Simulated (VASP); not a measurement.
## Ta4C3: single point with PBEsol

Crystal: Ta4C3.

```
Ta C
1.0
     4.40260    0.00000    0.00000
     0.00000    4.40260    0.00000
     0.00000    0.00000    4.40260
Ta C
4 3
Direct
  0.00000 0.50000 0.50000
  0.50000 0.00000 0.50000
  0.50000 0.50000 0.00000
  0.93186 0.00000 0.00000
  0.50000 0.00000 0.00000
  0.00000 0.50000 0.00000
  0.00000 0.00000 0.50000
```

This cell differs from its parent crystal: atom 4 (Ta) moved +0.300 Å towards its neighbour atom 5 (C) at 2.201 Å.

```yaml
Program: VASP 6.6.1
Task: single point
Functional: PBEsol
Potentials_or_basis: VASP PAW PBE potentials, release 64 (Ta_pv, C)
Cutoff: 520 eV
k_mesh: 10 × 10 × 10
Occupations: gaussian, width 0.15 eV
Spin: no spin polarisation
Dipole_correction: no
Further_INCAR_settings: ALGO = Normal; EDIFF = 1e-07; NBANDS = 37
```

```yaml
Pressure: 6.7 GPa
Largest_force: 7.102 eV/Å
Band_gap_on_the_k_mesh: zero (bands 28 and 29 overlap by 1.14 eV)
```

Forces on the atoms (eV/Å):
```
Ta  -0.037  0.000  0.000
Ta  -1.187  0.000  0.000
Ta  -1.187  0.000  0.000
Ta   7.102  0.000  0.000
C   -3.840  0.000  0.000
C   -0.425  0.000  0.000
C   -0.425  0.000  0.000
```

Stress tensor (GPa, compression positive):
```
16.29  0.00  0.00
 0.00  1.93  0.00
 0.00  0.00  1.93
```

Levels at points of the mesh, in eV from the Fermi level:
```
           k point  band 24  band 25  band 26  band 27  band 28  band 29  band 30  band 31  band 32  band 33
(0.00, 0.00, 0.00)    -1.75    -1.39    -1.02    -0.75    -0.75    -0.37     0.19     0.19     1.62     2.08
(0.50, 0.00, 0.00)    -3.01    -2.01    -1.80    -1.80     0.21     0.21     0.83     1.61     1.61     2.01
(0.00, 0.50, 0.00)    -3.13    -2.12    -2.02    -1.31     0.29     0.34     0.84     1.90     2.47     2.48
(0.50, 0.50, 0.00)    -4.20    -1.76    -1.76    -0.37    -0.33     1.00     2.09     2.15     2.44     3.52
(0.00, 0.50, 0.50)    -3.93    -1.77    -1.73    -0.40    -0.40     1.71     1.78     1.78     2.15     2.28
(0.50, 0.50, 0.50)    -4.99    -1.09    -1.09    -1.00    -0.13     2.97     3.43     3.43     3.48     3.66
```

Wall time 2.5 min on 1 thread of Intel(R) Xeon(R) 6975P-C (Granite Rapids), on a shared host, peak memory 0.42 GiB.

Caveat: the cell differs from its parent crystal (atom 4 (Ta) moved +0.300 Å towards its neighbour atom 5 (C) at 2.201 Å); the cell stands under pressure; the PAW data sets were made with another functional, which shifts forces and pressure a little; spin-orbit coupling is left out, which moves the levels of the heavy elements.
